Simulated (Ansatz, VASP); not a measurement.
# MgS: VASP beside Ansatz

INCAR

```
ALGO = Normal
EDIFF = 1E-6
ENCUT = 600
GGA = PS
GGA_COMPAT = False
ISIF = 2
ISMEAR = 0
LASPH = True
LCHARG = True
LELF = True
LREAL = False
LVHAR = True
LWAVE = False
NBANDS = 11
NELM = 120
PREC = Accurate
SIGMA = 0.02
```

The input KPOINTS:

```
k-points
0
Gamma
  8 8 8
```

POSCAR

```
MgS
1.0
    0.0000000000      2.8257734834      2.8257734834
    2.8257734834      0.0000000000      2.8257734834
    2.8257734834      2.8257734834      0.0000000000
Mg S
1 1
Direct
    0.0000000000      0.0000000000      0.0000000000
    0.2500000000      0.2500000000      0.2500000000
```

Input for Ansatz:

```yaml
crystal:
  lattice:
    - [0.0, 2.8257734834, 2.8257734834]
    - [2.8257734834, 0.0, 2.8257734834]
    - [2.8257734834, 2.8257734834, 0.0]
  atoms:
    - { symbol: Mg, position: [0.0, 0.0, 0.0] }
    - { symbol: S, position: [0.25, 0.25, 0.25] }
basis:
  ecutwfc: 420
kpoints:
  mp_grid: { grid: [8, 8, 8] }
  band_path:
    path:
      - [[0.0, 0.0, 0.0], [-0.5, -0.5, 0.0], [-0.375, -0.375, 0.25]]
      - [[-0.375, 0.0, 0.375], [0.0, 0.0, 0.0], [0.0, 0.0, 0.5], [-0.5, -0.25, 0.25], [-0.5, -0.5, 0.0]]
    npoints: 10
hamiltonian:
  xc: pbesol
  pseudopotentials: { kind: paw, azcp: { folder: soft_1 } }
scf:
  occupations: { method: gaussian, width: 0.02 }
  n_extra_bands: 7
output:
  forces: true
  stress: true
  eigenvalues: true
```

Alike in both runs: task single point; functional PBEsol; k mesh 8 × 8 × 8; occupations gaussian, width 0.02 eV; no spin polarisation.

```csv
,VASP,Ansatz
version,VASP 6.6.1,Ansatz 0.2.0
potentials or method,"VASP PAW PBE potentials, release 64 (Mg, S), cutoff 600 eV","scalar-relativistic, plane waves, PAW"
valence electrons in the cell,8,16
```

```tsv
	VASP	Ansatz	Ansatz less VASP
gap on the k mesh at the Fermi level (eV)	3.32	3.32	-0.002
least direct gap on the mesh (eV)	3.32	3.32	-0.002
pressure (GPa)	-0.1	0.0	+0.07
```

VASP's potentials were made for PBE, not for PBEsol, and Ansatz warns of the same on its side. With one functional, cell and mesh, what is left measures potentials, basis and numerics. VASP's potentials hold 8 valence electrons a cell and Ansatz's 16, so a difference there can come from the potentials and not from the codes.
